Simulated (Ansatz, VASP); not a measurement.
**One calculation of Te, two programs**

File INCAR:

```
SYSTEM = Te
PREC = Accurate ; ENCUT = 520
EDIFF = 1E-6 ; ISMEAR = 0
SIGMA = 0.15 ; LREAL = .FALSE.
LASPH = .TRUE. ; NELM = 60
ALGO = Normal ; ISIF = 2
LWAVE = .FALSE. ; LCHARG = .TRUE.
GGA = PE ; LELF = .TRUE.
LVHAR = .TRUE. ; NBANDS = 9
```

File KPOINTS:

```
Automatic mesh
0
G
  15 15 15
  0 0 0
```

The input POSCAR:

```
Te
1.0
    2.2535900543      1.3011108245      1.9582195178
   -2.2535900543      1.3011108245      1.9582195178
    0.0000000000     -2.6022216489      1.9582195178
Te
1
Direct
    0.5000000000      0.5000000000      0.5000000000
```

Input for Ansatz:

```yaml
crystal:
  lattice:
    - [2.2535900543, 1.3011108245, 1.9582195178]
    - [-2.2535900543, 1.3011108245, 1.9582195178]
    - [0.0, -2.6022216489, 1.9582195178]
  atoms:
    - { symbol: Te, position: [0.5, 0.5, 0.5] }
basis:
  ecutwfc: 420
kpoints:
  mp_grid: { grid: [15, 15, 15] }
hamiltonian:
  xc: pbe
scf:
  occupations: { method: gaussian, width: 0.15 }
output:
  forces: true
  stress: true
  eigenvalues: true
```

Alike in both runs: task single point; functional PBE; k mesh 15 × 15 × 15; occupations gaussian, width 0.15 eV; no spin polarisation.

|  | VASP | Ansatz |
| --- | --- | --- |
| version | VASP 6.6.1 | Ansatz 0.2.0 |
| potentials or method | VASP PAW PBE potentials, release 64 (Te), cutoff 520 eV | scalar-relativistic, plane waves, PAW |
| valence electrons in the cell | 6 | 16 |

|  | VASP | Ansatz | Ansatz less VASP |
| --- | --- | --- | --- |
| gap on the k mesh at the Fermi level (eV) | none | none | - |
| pressure (GPa) | -2.4 | -2.4 | +0.05 |
| traceless stress, the component that is largest in VASP (GPa) | -0.48 | -0.48 | 0.000 |

A gap of «none» marks a metal or a gap that the smearing closes. VASP's potentials hold 6 valence electrons a cell and Ansatz's 16, so a difference there can come from the potentials and not from the codes.

Neither program's run includes spin-orbit coupling.
